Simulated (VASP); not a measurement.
# PbS (Fm-3m) in VASP: single point with PBE

Aim: the single point of PbS with PBE.

Program: VASP 6.6.1. These are calculated values, not measurements. Logs are shortened: lines on timing, memory, paths and dates and some standing lists are left out, and cuts for length are marked.

### 1 The cell of the first run

The structure is cubic, space group Fm-3m (No. 225). Conventional cell: a = 5.930 Å, b = 5.930 Å, c = 5.930 Å, α = 90.00°, β = 90.00°, γ = 90.00°. Pb (site symmetry m-3m) has 6 S at 2.96 Å within 3.9 Å. S (site symmetry m-3m) has 6 Pb at 2.96 Å within 3.9 Å.

### 2 Single point, PBE, non-collinear spin, zero start, spin-orbit coupling

INCAR reads:

```
SYSTEM = PbS
PREC     = Accurate       ! precision mode
ENCUT    = 500            ! plane-wave cutoff, eV
EDIFF    = 1E-6           ! SCF threshold, eV
ISMEAR   = -1             ! smearing method
SIGMA    = 0.01           ! smearing width, eV
LREAL    = .False.        ! projectors in reciprocal space
LASPH    = .True.         ! aspherical terms in the spheres
NELM     = 200            ! most SCF steps
ALGO     = Normal         ! electronic algorithm
ISIF     = 2              ! what is computed and relaxed
LWAVE    = .False.        ! write WAVECAR
LCHARG   = .True.         ! write CHGCAR
MAGMOM   = 0 0 0 0 0 0    ! initial moments
LORBIT   = 11             ! projections on sites
LSORBIT  = .True.         ! spin-orbit coupling
GGA_COMPAT= .False.      
LORBMOM  = .True.       
GGA      = PE             ! functional
LVHAR    = .True.       
NBANDS   = 32             ! bands
ISYM     = -1           
KPAR     = 4
```

KPOINTS reads:

```
Automatic mesh
0
Gamma
  8 8 8
  0.5 0.5 0.5
```

POSCAR reads:

```
PbS
1.0
    0.0000000000      2.9650000000      2.9650000000
    2.9650000000      0.0000000000      2.9650000000
    2.9650000000      2.9650000000      0.0000000000
Pb S
1 1
Direct
    0.0000000000      0.0000000000      0.0000000000
    0.5000000000      0.5000000000      0.5000000000
```

Potentials or basis: VASP PAW PBE potentials, release 64 (Pb_d, S).

Started as:

```
> cat potpaw_PBE.64/Pb_d/POTCAR potpaw_PBE.64/S/POTCAR > POTCAR
> mpirun -np 4 vasp_ncl > vasp.out
```

OUTCAR:

```text
SYSTEM = PbS
   PREC = Accurate
   ENCUT = 500
   EDIFF = 1E-6
   ISMEAR = -1
   LREAL = .False.
   LASPH = .True.
   NELM = 200
   ISIF = 2
   LORBIT = 11
   LSORBIT = .True.
   GGA = PE
   ISYM = -1

 ion  position               nearest neighbor table
   1  0.000  0.000  0.000-   2 2.96   2 2.96   2 2.96   2 2.96   2 2.96   2 2.96
   2  0.500  0.500  0.500-   1 2.96   1 2.96   1 2.96   1 2.96   1 2.96   1 2.96

IMPORTANT INFORMATION: All symmetrisations will be switched off!
NOSYMM: (Re-)initialisation of all symmetry stuff for point group C_1.

----------------------------------------------------------------------------------------

                                     Primitive cell

  volume of cell :      52.1320

  direct lattice vectors                    reciprocal lattice vectors
     0.000000000  2.965000000  2.965000000    -0.168634064  0.168634064  0.168634064
     2.965000000  0.000000000  2.965000000     0.168634064 -0.168634064  0.168634064
     2.965000000  2.965000000  0.000000000     0.168634064  0.168634064 -0.168634064

  length of vectors
     4.193143212  4.193143212  4.193143212     0.292082767  0.292082767  0.292082767

  position of ions in fractional coordinates (direct lattice)
     0.000000000  0.000000000  0.000000000
     0.500000000  0.500000000  0.500000000

  ion indices of the primitive-cell ions
   primitive index   ion index
                 1           1
                 2           2

----------------------------------------------------------------------------------------

 KPOINTS: Automatic mesh

Automatic generation of k-mesh.
 Grid dimensions read from file:
 generate k-points for:    8    8    8

 Generating k-lattice:

  Cartesian coordinates                     Fractional coordinates (reciprocal lattice)
    -0.021079258  0.021079258  0.021079258     0.125000000  0.000000000  0.000000000
     0.021079258 -0.021079258  0.021079258     0.000000000  0.125000000  0.000000000
     0.021079258  0.021079258 -0.021079258     0.000000000  0.000000000  0.125000000

  Length of vectors
     0.036510346  0.036510346  0.036510346

  Shift w.r.t. Gamma in fractional coordinates (k-lattice)
     0.500000000  0.500000000  0.500000000

 Subroutine IBZKPT returns following result:
 ===========================================

 Found    512 irreducible k-points:

 Following reciprocal coordinates:
            Coordinates               Weight
  0.062500  0.062500  0.062500      1.000000
  0.187500  0.062500  0.062500      1.000000
  0.312500  0.062500  0.062500      1.000000
  0.437500  0.062500  0.062500      1.000000
 -0.437500  0.062500  0.062500      1.000000
 -0.312500  0.062500  0.062500      1.000000
[... 16 lines left out ...]
 -0.187500  0.312500  0.062500      1.000000
 -0.062500  0.312500  0.062500      1.000000
 [... further k-points ...]
   k-points           NKPTS =    512   k-points in BZ     NKDIM =    512   number of bands    NBANDS=     32
   number of dos      NEDOS =    301   number of ions     NIONS =      2
   total plane-waves  NPLWV =  32768
   dimension x,y,z NGX =    32 NGY =   32 NGZ =   32
   dimension x,y,z NGXF=    64 NGYF=   64 NGZF=   64
   ions per type =               1   1
   NGX,Y,Z   is equivalent  to a cutoff of  12.69, 12.69, 12.69 a.u.
   NGXF,Y,Z  is equivalent  to a cutoff of  25.37, 25.37, 25.37 a.u.
 SYSTEM =  PbS
   PREC   = accura    normal or accurate (medium, high low for compatibility)
   ISTART =      0    job   : 0-new  1-cont  2-samecut
   ICHARG =      2    charge: 1-file 2-atom 10-const
   ISPIN  =      1    spin polarized calculation?
   LNONCOLLINEAR =      T non collinear calculations
   LSORBIT =      T    spin-orbit coupling
   LASPH  =      T    aspherical Exc in radial PAW
   ENCUT  =  500.0 eV  36.75 Ry    6.06 a.u.   7.65  7.65  7.65*2*pi/ulx,y,z
   NELM   =    200;   NELMIN=  2; NELMDL= -5     # of ELM steps
   EDIFF  = 0.1E-05   stopping-criterion for ELM
   LREAL  =      F    real-space projection
   EDIFFG = 0.1E-04   stopping-criterion for IOM
   NSW    =      0    number of steps for IOM
   IBRION =     -1    ionic relax: 0-MD 1-quasi-New 2-CG
   NFREE  =      0    steps in history (QN), initial steepest desc. (CG)
   ISIF   =      2    stress and relaxation
   ISYM   =     -1    0-nonsym 1-usesym 2-fastsym
[... 37 lines left out ...]
  ---------------------------------------------------
  ext. energy  EPLUGINS =         0.00000000
  ---------------------------------------------------
  free energy    TOTEN  =        -9.13463701 eV

  energy without entropy =       -9.13463701  energy(sigma->0) =       -9.13463701

 E-fermi :   5.7602     XC(G=0):  -9.6832

 val. band max:        5.5162970549   @ k =   0.4375   0.4375   0.4375
 cond. band min:       6.1540718957   @ k =   0.4375   0.4375   0.4375
 fundamental gap:      0.6377748408
 Fermi energy:         5.7601715814

 k-point     1 :       0.0625    0.0625    0.0625
  band No.  band energies     occupation
      1     -12.4637      1.00000
      2     -12.4637      1.00000
      3     -12.4623      1.00000
      4     -12.4623      1.00000
      5      -9.9169      1.00000
      6      -9.9169      1.00000
[... 829 lines left out ...]
     31      15.3704      0.00000
     32      15.3704      0.00000

 [... further k-points ...]

------------------------ aborting loop because EDIFF is reached ----------------------------------------

  FORCE on cell =-STRESS in cart. coord.  units (eV):
  Direction    XX          YY          ZZ          XY          YZ          ZX
  --------------------------------------------------------------------------------------
  -------------------------------------------------------------------------------------
  Total        0.6298874      0.6298869      0.6298865     -0.0007843     -0.0007829     -0.0007816
  in kB       19.3583967     19.3583830     19.3583717     -0.0241030     -0.0240609     -0.0240199
  external PRESSURE =      19.3583838 kB  Pullay stress =       0.0000000 kB

 VOLUME and BASIS-vectors are now :
 -----------------------------------------------------------------------------
  energy-cutoff  :      500.00
  volume of cell :       52.13
      direct lattice vectors                 reciprocal lattice vectors
     0.000000000  2.965000000  2.965000000    -0.168634064  0.168634064  0.168634064
     2.965000000  0.000000000  2.965000000     0.168634064 -0.168634064  0.168634064
     2.965000000  2.965000000  0.000000000     0.168634064  0.168634064 -0.168634064

 POSITION                                       TOTAL-FORCE (eV/Angst)
 -----------------------------------------------------------------------------------
      0.00000      0.00000      0.00000        -0.000000     -0.000001      0.000001
      2.96500      2.96500      2.96500         0.000000      0.000001     -0.000001
 -----------------------------------------------------------------------------------
    total drift:                               -0.000001     -0.000002      0.000002

  FREE ENERGIE OF THE ION-ELECTRON SYSTEM (eV)
  ---------------------------------------------------
  free  energy   TOTEN  =        -9.1346370133 eV

  energy  without entropy=       -9.1346370133  energy(sigma->0) =       -9.13463701

 orbital moment (x)

 # of ion     p       d       tot
 ----------------------------------------
  1        -0.000   0.000   0.000
  2        -0.000   0.000  -0.000
 ----------------------------------------
           -0.000   0.000   0.000

 orbital moment (y)

 # of ion     p       d       tot
 ----------------------------------------
  1         0.000  -0.000   0.000
  2         0.000   0.000   0.000
 ----------------------------------------
            0.000  -0.000   0.000

 orbital moment (z)

 # of ion     p       d       tot
 ----------------------------------------
  1        -0.000   0.000   0.000
  2         0.000   0.000   0.000
 ----------------------------------------
           -0.000   0.000   0.000

 Spin-Orbit-Coupling matrix elements

 Ion:    1  E_soc:     -0.7911457
 l=   1
     0.0000000    -0.0651458    -0.0651458
    -0.0651458     0.0000000    -0.0651458
    -0.0651458    -0.0651458     0.0000000
 l=   2
     0.0000000    -0.0134531     0.0000000    -0.0134531    -0.0532588
    -0.0134531     0.0000000    -0.0399441    -0.0134531    -0.0133147
     0.0000000    -0.0399441     0.0000000    -0.0399441     0.0000000
    -0.0134531    -0.0134531    -0.0399441     0.0000000    -0.0133147
    -0.0532588    -0.0133147     0.0000000    -0.0133147     0.0000000
 l=   3
     0.0000000     0.0000000     0.0000000     0.0000000     0.0000000     0.0000000     0.0000000
     0.0000000     0.0000000     0.0000000     0.0000000     0.0000000     0.0000000     0.0000000
     0.0000000     0.0000000     0.0000000     0.0000000     0.0000000     0.0000000     0.0000000
     0.0000000     0.0000000     0.0000000     0.0000000     0.0000000     0.0000000     0.0000000
     0.0000000     0.0000000     0.0000000     0.0000000     0.0000000     0.0000000     0.0000000
     0.0000000     0.0000000     0.0000000     0.0000000     0.0000000     0.0000000     0.0000000
     0.0000000     0.0000000     0.0000000     0.0000000     0.0000000     0.0000000     0.0000000

 Ion:    2  E_soc:     -0.0041367
 l=   1
     0.0000000    -0.0006894    -0.0006894
    -0.0006894     0.0000000    -0.0006894
    -0.0006894    -0.0006894     0.0000000
 l=   2
     0.0000000     0.0000000     0.0000000     0.0000000     0.0000000
     0.0000000     0.0000000     0.0000000     0.0000000     0.0000000
     0.0000000     0.0000000     0.0000000     0.0000000     0.0000000
     0.0000000     0.0000000     0.0000000     0.0000000     0.0000000
     0.0000000     0.0000000     0.0000000     0.0000000     0.0000000
 l=   3
     0.0000000     0.0000000     0.0000000     0.0000000     0.0000000     0.0000000     0.0000000
     0.0000000     0.0000000     0.0000000     0.0000000     0.0000000     0.0000000     0.0000000
     0.0000000     0.0000000     0.0000000     0.0000000     0.0000000     0.0000000     0.0000000
     0.0000000     0.0000000     0.0000000     0.0000000     0.0000000     0.0000000     0.0000000
     0.0000000     0.0000000     0.0000000     0.0000000     0.0000000     0.0000000     0.0000000
     0.0000000     0.0000000     0.0000000     0.0000000     0.0000000     0.0000000     0.0000000
     0.0000000     0.0000000     0.0000000     0.0000000     0.0000000     0.0000000     0.0000000

 total charge

# of ion       s       p       d       tot
------------------------------------------
    1        1.480   0.526   9.848  11.854
    2        1.353   2.330   0.000   3.683
--------------------------------------------------
tot          2.834   2.856   9.848  15.537

 magnetization (x)

# of ion       s       p       d       tot
------------------------------------------
    1        0.000  -0.000   0.000   0.000
    2       -0.000   0.000   0.000   0.000
--------------------------------------------------
tot          0.000   0.000   0.000   0.000

 magnetization (y)

# of ion       s       p       d       tot
------------------------------------------
    1        0.000  -0.000  -0.000  -0.000
    2       -0.000  -0.000   0.000  -0.000
--------------------------------------------------
tot         -0.000  -0.000  -0.000  -0.000

 magnetization (z)

# of ion       s       p       d       tot
------------------------------------------
    1        0.000  -0.000  -0.000  -0.000
    2       -0.000   0.000   0.000   0.000
--------------------------------------------------
tot          0.000   0.000  -0.000   0.000
```

It took 9.1 min on 4 MPI ranks of Intel Xeon Platinum 8259CL at 2.50GHz (Skylake/Cascade Lake), shared host; peak memory 1.1 GiB.

What came out:

* Free energy: -9.1346 eV
* Pressure: 1.9 GPa
* Net moment: 0.00 μB per cell
* Valence electrons inside the program's atomic spheres: Pb 11.85; S 3.68

Moments on the atoms (μB; x, y, z):
```
Pb  0.00 0.00 0.00
S   0.00 0.00 0.00
```
